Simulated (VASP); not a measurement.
The system is LiPbO3.

```
CELL_PARAMETERS angstrom
5.54937 0.00000 0.00000
-2.77469 4.80590 0.00000
-2.77469 1.60197 4.94679
ATOMIC_POSITIONS crystal
Pb 0.00130 0.99870 0.00390
Pb 0.50130 0.49870 0.50390
O 0.12030 0.27420 0.21030
O 0.72580 0.63580 0.21030
O 0.36420 0.87970 0.21030
O 0.22580 0.37970 0.71030
O 0.86420 0.77420 0.71030
O 0.62030 0.13580 0.71030
Li 0.28200 0.71800 0.84600
Li 0.78200 0.21800 0.34600
```

```yaml
Program: VASP 6.6.1
Task: relaxation of cell and atoms
Functional: PBEsol
Potentials_or_basis: VASP PAW PBE potentials, release 64 (Pb_d, O, Li_sv)
Cutoff: 600 eV
k_mesh: 5 × 5 × 5
Occupations: fermi-dirac, width 0.1 eV
Spin: no spin polarisation
```

At the start: pressure -0.1 GPa; volume 13.19 Å³/atom.

Question: How do energy, volume and symmetry change on relaxing?

Answer: Over 21 steps the energy falls by 93.4 meV/atom and the volume is 11.86 Å³/atom (-10.1 %); space group R3c (No. 161, to 0.1 Å) before and after.

The path:
| step | energy change (eV) | largest force (eV/Å) | pressure (GPa) | volume (Å³) |
| --- | --- | --- | --- | --- |
| 1 | 0.0000 | 1.5282 | -0.15 | 131.93 |
| 2 | -0.3182 | 1.0069 | -2.06 | 131.69 |
| 3 | -0.3336 | 0.5755 | -2.05 | 131.74 |
| 4 | -0.4827 | 0.5809 | -0.86 | 128.62 |
| 5 | -0.7490 | 0.5383 | 3.72 | 119.57 |
| 6 | -0.8615 | 0.2560 | 1.18 | 120.62 |
| 7 | -0.8910 | 0.1498 | -0.77 | 121.51 |
| 8 | -0.9001 | 0.1503 | -0.71 | 121.01 |
| 9 | -0.9090 | 0.1502 | -0.51 | 119.77 |
| 10 | -0.9163 | 0.1331 | 0.25 | 118.77 |
| 11 | -0.9176 | 0.1164 | 0.94 | 117.92 |
| 12 | -0.9231 | 0.0782 | 0.62 | 118.08 |
| 13 | -0.9261 | 0.0806 | 0.13 | 118.31 |
| 14 | -0.9280 | 0.0422 | -0.05 | 118.49 |
| 15 | -0.9285 | 0.0593 | -0.19 | 118.63 |
| 16 | -0.9300 | 0.0499 | -0.06 | 118.54 |
| 17 | -0.9320 | 0.0365 | 0.34 | 118.26 |
| 18 | -0.9328 | 0.0377 | -0.12 | 118.71 |
| 19 | -0.9328 | 0.0375 | -0.09 | 118.66 |
| 20 | -0.9332 | 0.0314 | -0.08 | 118.64 |
| 21 | -0.9339 | 0.0135 | -0.08 | 118.56 |

Final structure:
```
Pb O Li
1.0
     5.39298    0.00000    0.00000
    -2.69649    4.67046    0.00000
    -2.69649    1.55682    4.70706
Pb O Li
2 6 2
Direct
  0.00491 0.99509 0.01472
  0.50491 0.49509 0.51472
  0.08633 0.30547 0.19894
  0.69453 0.58191 0.19894
  0.41809 0.91367 0.19894
  0.19453 0.41367 0.69894
  0.91809 0.80547 0.69894
  0.58633 0.08191 0.69894
  0.28975 0.71025 0.86926
  0.78975 0.21025 0.36926
```

Caveat: the cutoff is under 1.25 times the usual one of these potentials, so pressure, stress and relaxed cells hold a basis-set (Pulay) error; the PAW data sets were made with another functional, which shifts forces and pressure a little.
